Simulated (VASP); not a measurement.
# CaSe (P6_3/mmc) in VASP: single point with PBE-based screened hybrid with 75 % exact exchange

Aim: the single point of CaSe with PBE-based screened hybrid with 75 % exact exchange.

Everything below comes from runs of VASP 6.6.1. Logs are shortened: lines on timing, memory, paths and dates and some standing lists are left out, and cuts for length are marked.

## 1. The cell of the first run

It takes space group P6_3/mmc (No. 194, hexagonal). The conventional cell has a = 5.006 Å, b = 5.006 Å, c = 5.876 Å, α = 90.00°, β = 90.00°, γ = 120.00°. Ca (site symmetry -6m2) has 5 Se at 2.89 to 2.94 Å within 3.8 Å. Within 3.8 Å of Se (site symmetry -6m2) lie 5 Ca at 2.89 to 2.94 Å.

## 2. Single point, PBE-based screened hybrid with 75 % exact exchange

Input file POSCAR:

```
CaSe
1.0
    5.0055965840      0.0000000000      0.0000000000
   -2.5027982920      4.3349738028      0.0000000000
    0.0000000000      0.0000000000      5.8757325198
Ca Se
2 2
Direct
    0.3333333333      0.6666666667     -0.0624992790
    0.6666666667      0.3333333333      0.4375007210
    0.3333333333      0.6666666667      0.4374992790
    0.6666666667      0.3333333333      0.9374992790
```

Input file INCAR.step1:

```
SYSTEM = CaSe
ALGO     = Normal         ! electronic algorithm
EDIFF    = 1E-5           ! SCF threshold, eV
ENCUT    = 400            ! plane-wave cutoff, eV
GGA      = PE             ! functional
GGA_COMPAT= .FALSE.      
ISIF     = 2              ! what is computed and relaxed
ISMEAR   = 0              ! smearing method
LASPH    = .TRUE.         ! aspherical terms in the spheres
LREAL    = .FALSE.        ! projectors in reciprocal space
LWAVE    = .TRUE.         ! write WAVECAR
NBANDS   = 24             ! bands
NELM     = 120            ! most SCF steps
PREC     = Accurate       ! precision mode
SIGMA    = 0.01           ! smearing width, eV
```

Input file INCAR.step2:

```
SYSTEM = CaSe
AEXX     = 0.75           ! exact-exchange fraction
ALGO     = Normal         ! electronic algorithm
EDIFF    = 1E-6           ! SCF threshold, eV
ENCUT    = 400            ! plane-wave cutoff, eV
GGA      = PE             ! functional
GGA_COMPAT= .FALSE.      
HFSCREEN = 0.1            ! screening, 1/A
ISIF     = 2              ! what is computed and relaxed
ISMEAR   = 0              ! smearing method
ISTART   = 1            
LASPH    = .TRUE.         ! aspherical terms in the spheres
LCHARG   = .TRUE.         ! write CHGCAR
LELF     = .TRUE.         ! ELF
LHFCALC  = .TRUE.         ! exact exchange
LREAL    = .FALSE.        ! projectors in reciprocal space
LVHAR    = .TRUE.       
LWAVE    = .FALSE.        ! write WAVECAR
NBANDS   = 24             ! bands
NELM     = 120            ! most SCF steps
PREC     = Accurate       ! precision mode
PRECFOCK = Normal       
SIGMA    = 0.01           ! smearing width, eV
```

Input file KPOINTS:

```
k-points
0
G
  6 6 2
  0 0 0
```

Potentials or basis: VASP PAW PBE potentials, release 64 (Ca_sv, Se).

Launch:

```
$ cat potpaw_PBE.64/Ca_sv/POTCAR potpaw_PBE.64/Se/POTCAR > POTCAR
$ cp INCAR.step1 INCAR
$ mpirun -np 1 vasp_std > vasp.out
$ cp INCAR.step2 INCAR
$ mpirun -np 1 vasp_std > vasp.out
```

OUTCAR:

```text
SYSTEM = CaSe
   AEXX = 0.75
   EDIFF = 1E-6
   ENCUT = 400
   GGA = PE
   HFSCREEN = 0.1
   ISIF = 2
   ISMEAR = 0
   ISTART = 1
   LASPH = .TRUE.
   LHFCALC = .TRUE.
   LREAL = .FALSE.
   NELM = 120
   PREC = Accurate
   PRECFOCK = Normal

 ion  position               nearest neighbor table
   1  0.333  0.667  0.938-   4 2.89   4 2.89   4 2.89   3 2.94   3 2.94
   2  0.667  0.333  0.438-   3 2.89   3 2.89   3 2.89   4 2.94   4 2.94
   3  0.333  0.667  0.437-   2 2.89   2 2.89   2 2.89   1 2.94   1 2.94
   4  0.667  0.333  0.937-   1 2.89   1 2.89   1 2.89   2 2.94   2 2.94

  LATTYP: Found a hexagonal cell.
 ALAT       =     5.0055965840
 C/A-ratio  =     1.1738326134

  Lattice vectors:

 A1 = (   5.0055965840,   0.0000000000,   0.0000000000)
 A2 = (  -2.5027982920,   4.3349738028,   0.0000000000)
 A3 = (   0.0000000000,   0.0000000000,   5.8757325198)

Analysis of symmetry for initial positions (statically):
=====================================================================
 Subroutine PRICEL returns:
 Original cell was already a primitive cell.

 Routine SETGRP: Setting up the symmetry group for a
 hexagonal supercell.

 Subroutine GETGRP returns: Found 24 space group operations
 (whereof  6 operations were pure point group operations)
 out of a pool of 24 trial point group operations.

The static configuration has the point symmetry C_3v.
 The point group associated with its full space group is D_6h.

Analysis of symmetry for dynamics (positions and initial velocities):
=====================================================================
 Subroutine PRICEL returns:
 Original cell was already a primitive cell.

 Routine SETGRP: Setting up the symmetry group for a
 hexagonal supercell.

 Subroutine GETGRP returns: Found 24 space group operations
 (whereof  6 operations were pure point group operations)
 out of a pool of 24 trial point group operations.

The dynamic configuration has the point symmetry C_3v.
 The point group associated with its full space group is D_6h.

 Subroutine INISYM returns: Found 24 space group operations
 (whereof  6 operations are pure point group operations),
 and found     1 'primitive' translations

----------------------------------------------------------------------------------------

                                     Primitive cell

  volume of cell :     127.4983

  direct lattice vectors                    reciprocal lattice vectors
     5.005596584  0.000000000  0.000000000     0.199776387  0.115340951  0.000000000
    -2.502798292  4.334973803  0.000000000     0.000000000  0.230681902  0.000000000
     0.000000000  0.000000000  5.875732520     0.000000000  0.000000000  0.170191546

  length of vectors
     5.005596584  5.005596584  5.875732520     0.230681902  0.230681902  0.170191546

  position of ions in fractional coordinates (direct lattice)
     0.333333333  0.666666667  0.937500721
     0.666666667  0.333333333  0.437500721
     0.333333333  0.666666667  0.437499279
     0.666666667  0.333333333  0.937499279

  ion indices of the primitive-cell ions
   primitive index   ion index
                 1           1
                 2           2
                 3           3
                 4           4

----------------------------------------------------------------------------------------

 KPOINTS: k-points

Automatic generation of k-mesh.
 Grid dimensions read from file:
 generate k-points for:    6    6    2

 Generating k-lattice:

  Cartesian coordinates                     Fractional coordinates (reciprocal lattice)
     0.033296064  0.019223492  0.000000000     0.166666667 -0.000000000  0.000000000
     0.000000000  0.038446984  0.000000000     0.000000000  0.166666667  0.000000000
     0.000000000  0.000000000  0.085095773     0.000000000  0.000000000  0.500000000

  Length of vectors
     0.038446984  0.038446984  0.085095773

  Shift w.r.t. Gamma in fractional coordinates (k-lattice)
     0.000000000  0.000000000  0.000000000

 Subroutine IBZKPT returns following result:
 ===========================================

 Found     14 irreducible k-points:

 Following reciprocal coordinates:
            Coordinates               Weight
  0.000000  0.000000  0.000000      1.000000
  0.166667  0.000000  0.000000      6.000000
  0.333333  0.000000  0.000000      6.000000
  0.500000 -0.000000  0.000000      3.000000
  0.166667  0.166667  0.000000      6.000000
  0.333333  0.166667  0.000000     12.000000
  0.333333  0.333333  0.000000      2.000000
  0.000000  0.000000  0.500000      1.000000
  0.166667  0.000000  0.500000      6.000000
  0.333333  0.000000  0.500000      6.000000
  0.500000 -0.000000  0.500000      3.000000
  0.166667  0.166667  0.500000      6.000000
  0.333333  0.166667  0.500000     12.000000
  0.333333  0.333333  0.500000      2.000000
   k-points           NKPTS =     14   k-points in BZ     NKDIM =     72   number of bands    NBANDS=     24
   number of dos      NEDOS =    301   number of ions     NIONS =      4
   total plane-waves  NPLWV =  51840
   dimension x,y,z NGX =    36 NGY =   36 NGZ =   40
   dimension x,y,z NGXF=    72 NGYF=   72 NGZF=   80
   ions per type =               2   2
   NGX,Y,Z   is equivalent  to a cutoff of  11.96, 11.96, 11.32 a.u.
   NGXF,Y,Z  is equivalent  to a cutoff of  23.91, 23.91, 22.63 a.u.
 SYSTEM =  CaSe
   PREC   = accura    normal or accurate (medium, high low for compatibility)
   ISTART =      1    job   : 0-new  1-cont  2-samecut
   ICHARG =      0    charge: 1-file 2-atom 10-const
   ISPIN  =      1    spin polarized calculation?
   LNONCOLLINEAR =      F non collinear calculations
   LSORBIT =      F    spin-orbit coupling
   LASPH  =      T    aspherical Exc in radial PAW
   ENCUT  =  400.0 eV  29.40 Ry    5.42 a.u.   8.16  8.16  9.58*2*pi/ulx,y,z
   NELM   =    120;   NELMIN=  2; NELMDL=  0     # of ELM steps
   EDIFF  = 0.1E-05   stopping-criterion for ELM
   LREAL  =      F    real-space projection
   EDIFFG = 0.1E-04   stopping-criterion for IOM
   NSW    =      0    number of steps for IOM
   IBRION =     -1    ionic relax: 0-MD 1-quasi-New 2-CG
   NFREE  =      0    steps in history (QN), initial steepest desc. (CG)
   ISIF   =      2    stress and relaxation
   ISYM   =      3    0-nonsym 1-usesym 2-fastsym
   POTIM  = 0.5000    time-step for ionic-motion
   TEBEG  =    0.0;   TEEND  =   0.0 temperature during run
   PSTRESS=    0.0 pullay stress
   NELECT =      32.0000    total number of electrons
   NUPDOWN=      -1.0000    fix difference up-down
   EMIN   =  10.00;   EMAX   =-10.00  energy-range for DOS
   EFERMI =   0.00;   METHOD = LEGACY
   ISMEAR =     0;   SIGMA  =   0.01  broadening in eV -4-tet -1-fermi 0-gaus
   EFERMI_NEDOS =   21; number of points for ismear=-14 and -15
   IALGO  =     38    algorithm
   IMIX   =      1    mixing-type and parameters
     AMIX     =   0.40;   BMIX     =  1.00
     AMIX_MAG =   1.60;   BMIX_MAG =  1.00
  volume/ion in A,a.u.               =      31.87       215.10
  Fermi-wavevector in a.u.,A,eV,Ry     =   1.032658  1.951442 14.509028  1.066384
  Thomas-Fermi vector in A             =   2.166867
   LORBIT       =      0    0 simple, 1 ext, 2 COOP (PROOUT), +10 PAW based schemes
   GGA     = PE    functional components
   LHFCALC =     T    Hartree Fock is set to
   PRECFOCK=normal    Normal, Fast or Accurate (Low or Medium for compatibility)
   ENCUT4O =  -1.0   cutoff for four orbital integrals eV
   NKREDX  =     1    reduce k-point grid by
   NKREDY  =     1    reduce k-point grid by
   NKREDZ  =     1    reduce k-point grid by
   AEXX    =    0.7500 exact exchange contribution
   HFSCREEN=    0.1000 screening length (either q_TF or 0.3 A-1)
   HFSCREENC=   0.1000 screening length for correlation (either q_TF or 0.3 A-1)
   ENCUTFOCK=  -1.0 apply spherical cutoff to Coloumb kernel
   IVDW    =     0    specifies the selected vdW correction
   LEPSILON=     F    determine dielectric tensor
   LRPA    =     F    only Hartree local field effects (RPA)
 non-spin polarized calculation
 Gauss-broadening in eV      SIGMA  =   0.01
  energy-cutoff  :      400.00
  volume of cell :      127.50
 maximum number of plane-waves:      2332
 NGX is ok and might be reduce to    36
  NGX = 28; NGY = 28; NGZ = 30

 number of electron      32.0000006 magnetization

 Free energy of the ion-electron system (eV)
  ---------------------------------------------------
  ext. energy  EPLUGINS =         0.00000000
  ---------------------------------------------------
  free energy    TOTEN  =       -27.90024836 eV

  energy without entropy =      -27.90024836  energy(sigma->0) =      -27.90024836

 E-fermi :  -1.1904     XC(G=0):  -3.5856

 val. band max:       -1.2882612786   @ k =   0.0000   0.0000   0.0000
 cond. band min:       4.9895119965   @ k =   0.0000   0.0000   0.0000
 fundamental gap:      6.2777732751
 Fermi energy:        -1.1904346649

 k-point     1 :       0.0000    0.0000    0.0000
  band No.  band energies     occupation
      1     -50.1518      2.00000
      2     -50.1411      2.00000
      3     -26.7951      2.00000
      4     -26.7672      2.00000
      5     -26.7672      2.00000
      6     -26.7282      2.00000
[... 16 lines left out ...]
     23       9.6962      0.00000
     24       9.6962      0.00000

 k-point     2 :       0.1667    0.0000    0.0000
  band No.  band energies     occupation
      1     -50.1510      2.00000
      2     -50.1416      2.00000
      3     -26.7887      2.00000
      4     -26.7748      2.00000
      5     -26.7710      2.00000
      6     -26.7392      2.00000
[... 16 lines left out ...]
     23       9.1546      0.00000
     24       9.4275      0.00000

 k-point     3 :       0.3333    0.0000    0.0000
  band No.  band energies     occupation
      1     -50.1490      2.00000
      2     -50.1429      2.00000
      3     -26.7899      2.00000
      4     -26.7783      2.00000
      5     -26.7728      2.00000
      6     -26.7613      2.00000
[... 16 lines left out ...]
     23       9.0172      0.00000
     24       9.4803      0.00000

 k-point     4 :       0.5000   -0.0000    0.0000
  band No.  band energies     occupation
      1     -50.1475      2.00000
      2     -50.1440      2.00000
      3     -26.7973      2.00000
      4     -26.7818      2.00000
      5     -26.7724      2.00000
      6     -26.7604      2.00000
[... 16 lines left out ...]
     23       9.3082      0.00000
     24      10.1226      0.00000

 k-point     5 :       0.1667    0.1667    0.0000
  band No.  band energies     occupation
      1     -50.1496      2.00000
      2     -50.1425      2.00000
      3     -26.7836      2.00000
      4     -26.7793      2.00000
      5     -26.7774      2.00000
      6     -26.7546      2.00000
[... 181 lines left out ...]
 k-point    12 :       0.1667    0.1667    0.5000
  band No.  band energies     occupation
      1     -50.1461      2.00000
      2     -50.1461      2.00000
      3     -26.8080      2.00000
      4     -26.8080      2.00000
      5     -26.7536      2.00000
      6     -26.7536      2.00000
[... 16 lines left out ...]
     23       9.6589      0.00000
     24       9.6590      0.00000

 k-point    13 :       0.3333    0.1667    0.5000
  band No.  band energies     occupation
      1     -50.1459      2.00000
      2     -50.1459      2.00000
      3     -26.8269      2.00000
      4     -26.8269      2.00000
      5     -26.7589      2.00000
      6     -26.7589      2.00000
[... 16 lines left out ...]
     23      10.0261      0.00000
     24      10.0262      0.00000

 k-point    14 :       0.3333    0.3333    0.5000
  band No.  band energies     occupation
      1     -50.1458      2.00000
      2     -50.1458      2.00000
      3     -26.8310      2.00000
      4     -26.8310      2.00000
      5     -26.7633      2.00000
      6     -26.7633      2.00000
[... 16 lines left out ...]
     23      10.3068      0.00000
     24      10.3068      0.00000

------------------------ aborting loop because EDIFF is reached ----------------------------------------

  FORCE on cell =-STRESS in cart. coord.  units (eV):
  Direction    XX          YY          ZZ          XY          YZ          ZX
  --------------------------------------------------------------------------------------
  -------------------------------------------------------------------------------------
  Total       -0.3487726     -0.3487726     -0.4266721      0.0000000      0.0000000     -0.0000000
  in kB       -4.3827688     -4.3827688     -5.3616750      0.0000000      0.0000000     -0.0000000
  external PRESSURE =      -4.7090708 kB  Pullay stress =       0.0000000 kB

 VOLUME and BASIS-vectors are now :
 -----------------------------------------------------------------------------
  energy-cutoff  :      400.00
  volume of cell :      127.50
      direct lattice vectors                 reciprocal lattice vectors
     5.005596584  0.000000000  0.000000000     0.199776387  0.115340951  0.000000000
    -2.502798292  4.334973803  0.000000000     0.000000000  0.230681902  0.000000000
     0.000000000  0.000000000  5.875732520     0.000000000  0.000000000  0.170191546

 POSITION                                       TOTAL-FORCE (eV/Angst)
 -----------------------------------------------------------------------------------
     -0.00000      2.88998      5.50850         0.000000      0.000000      0.000000
      2.50280      1.44499      2.57064         0.000000     -0.000000      0.000000
     -0.00000      2.88998      2.57063         0.000000     -0.000000     -0.000000
      2.50280      1.44499      5.50850        -0.000000      0.000000     -0.000000
 -----------------------------------------------------------------------------------
    total drift:                               -0.000023     -0.000010      0.002260

  FREE ENERGIE OF THE ION-ELECTRON SYSTEM (eV)
  ---------------------------------------------------
  free  energy   TOTEN  =       -27.9002483633 eV

  energy  without entropy=      -27.9002483633  energy(sigma->0) =      -27.90024836
```

Wall time 55 min (1 thread of Intel Xeon Platinum 8488C (Sapphire Rapids), shared host); peak memory 0.36 GiB.

Results:

- Free energy: -27.9002 eV
- Pressure: -0.5 GPa
- Band gap on the k mesh: 6.28 eV

Stress tensor (GPa, compression positive):
```
-0.44  0.00  0.00
 0.00 -0.44  0.00
 0.00  0.00 -0.54
```

Caveat: the k points lie up to 0.53 Å⁻¹ apart; the PAW data sets were made with another functional, which shifts forces and pressure a little.
